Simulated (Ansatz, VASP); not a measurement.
Two plane-wave programs on Mg

The input INCAR:

```
ALGO = Normal
EDIFF = 1E-6
ENCUT = 520
GGA = PE
ISIF = 2
ISMEAR = 0
LASPH = T
LCHARG = T
LELF = T
LREAL = F
LVHAR = T
LWAVE = F
NBANDS = 7
NELM = 100
PREC = Accurate
SIGMA = 0.1
```

File KPOINTS:

```
k-points
0
Gamma
  16 16 16
```

POSCAR

```
Mg
1.0
    0.0000000000      2.2798947853      2.2798947853
    2.2798947853      0.0000000000      2.2798947853
    2.2798947853      2.2798947853      0.0000000000
Mg
1
Direct
    0.0000000000      0.0000000000      0.0000000000
```

Input for Ansatz:

```yaml
crystal:
  lattice:
    - [0.0, 2.2798947853, 2.2798947853]
    - [2.2798947853, 0.0, 2.2798947853]
    - [2.2798947853, 2.2798947853, 0.0]
  atoms:
    - { symbol: Mg, position: [0.0, 0.0, 0.0] }
basis:
  ecutwfc: 420
kpoints:
  mp_grid: { grid: [16, 16, 16] }
hamiltonian:
  xc: pbe
scf:
  occupations: { method: gaussian, width: 0.1 }
output:
  forces: true
  stress: true
  eigenvalues: true
```

Alike in both runs: task single point; functional PBE; k mesh 16 × 16 × 16; occupations gaussian, width 0.1 eV; no spin polarisation.

```csv
,VASP,Ansatz
version,VASP 6.6.1,Ansatz 0.2.0
potentials or method,"VASP PAW PBE potentials, release 64 (Mg), cutoff 520 eV","scalar-relativistic, plane waves, PAW"
valence electrons in the cell,2,10
```

|  | VASP | Ansatz | Ansatz less VASP |
| --- | --- | --- | --- |
| gap on the k mesh at the Fermi level (eV) | none | none | - |
| pressure (GPa) | -1.0 | -0.8 | +0.12 |

A gap of «none» marks a metal or a gap that the smearing closes. VASP's potentials hold 2 valence electrons a cell and Ansatz's 10, so a difference there can come from the potentials and not from the codes.
